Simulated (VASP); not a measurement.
Wanted: the native input for a VASP 6.6.1 run.

```
Task                   : single point
Functional             : PBE
Dispersion             : D3(BJ)
Potentials or basis    : VASP PAW PBE potentials, release 64 (C)
Cutoff                 : 520 eV
k mesh                 : 15 × 15 × 1
Occupations            : gaussian, width 0.1 eV
Spin                   : no spin polarisation
Dipole correction      : yes
Further INCAR settings : ALGO = Normal; EDIFF = 1e-06; NBANDS = 16
```

The structure of C lies in POSCAR:

```
C
1.0
    2.4656524413      0.0000000000      0.0000000000
   -1.2328262206      2.1353176511      0.0000000000
    0.0000000000      0.0000000000     17.5000663888
C
4
Direct
    0.6666666667      0.3333333333      0.2571437785
    0.3333333333      0.6666666667      0.2571418816
    0.8333333333      0.6666666667      0.4462878149
    0.5000000000      1.0000000000      0.4462859181
```

This cell differs from its parent crystal: layers slid over each other.

One way to write it, as run:

INCAR

```
SYSTEM = C
ALGO = Normal
DIPOL = 0.5 0.5 0.352
EDIFF = 1E-6
ENCUT = 520
GGA = PE
IDIPOL = 3
ISIF = 2
ISMEAR = 0
IVDW = 12
LASPH = .TRUE.
LCHARG = .FALSE.
LDIPOL = .TRUE.
LREAL = .FALSE.
LWAVE = .FALSE.
NBANDS = 16
NELM = 100
PREC = Accurate
SIGMA = 0.1
```

KPOINTS

```
k-points
0
G
  15 15 1
  0 0 0
```

Potentials or basis: VASP PAW PBE potentials, release 64 (C).

Command:

```sh
$ cat potpaw_PBE.64/C/POTCAR > POTCAR
$ mpirun -np 1 vasp_std > vasp.out
```

It gave:

```json
{
  "Largest force": "0.040 eV/Å",
  "Dispersion energy per atom": "-0.121 eV"
}
```

Caveat: the cell differs from its parent crystal (layers slid over each other).

Run time: 54 s on 1 thread of AMD EPYC 9R45 96-Core Processor (Zen 5), on a shared host, peak memory 0.21 GiB.
